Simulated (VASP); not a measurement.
Input of a VASP 6.6.1 run:

File INCAR:

```
SYSTEM = GaP
  PREC = Accurate
  ENCUT = 520
  EDIFF = 1E-7
  ISMEAR = -1
  SIGMA = 0.1
  LREAL = .FALSE.
  LASPH = .TRUE.
  NELM = 60
  ALGO = Normal
  ISIF = 2
  LWAVE = .FALSE.
  LCHARG = .TRUE.
  GGA = PE
  LELF = .TRUE.
  LVHAR = .TRUE.
  NBANDS = 16
```

KPOINTS

```
regular mesh
0
G
  12 12 12
  0 0 0
```

POSCAR

```
GaP
1.0
    0.0000000000      2.2555949787      2.2555949787
    2.2555949787      0.0000000000      2.2555949787
    2.2555949787      2.2555949787      0.0000000000
Ga P
1 1
Direct
    0.0000000000      0.0000000000      0.0000000000
    0.2500000000      0.2500000000      0.2500000000
```

Potentials or basis: VASP PAW PBE potentials, release 64 (Ga_d, P).

Run with:

```console
$ cat potpaw_PBE.64/Ga_d/POTCAR potpaw_PBE.64/P/POTCAR > POTCAR
$ mpirun -np 1 vasp_std > vasp.out
```

Problem. Predict the band gap on the k mesh.

Solution. Zero (band 9 reaches 12.70 eV, above the bottom of band 10 at 12.53 eV).

Problem. Estimate the pressure.

Solution. 162.6 GPa.
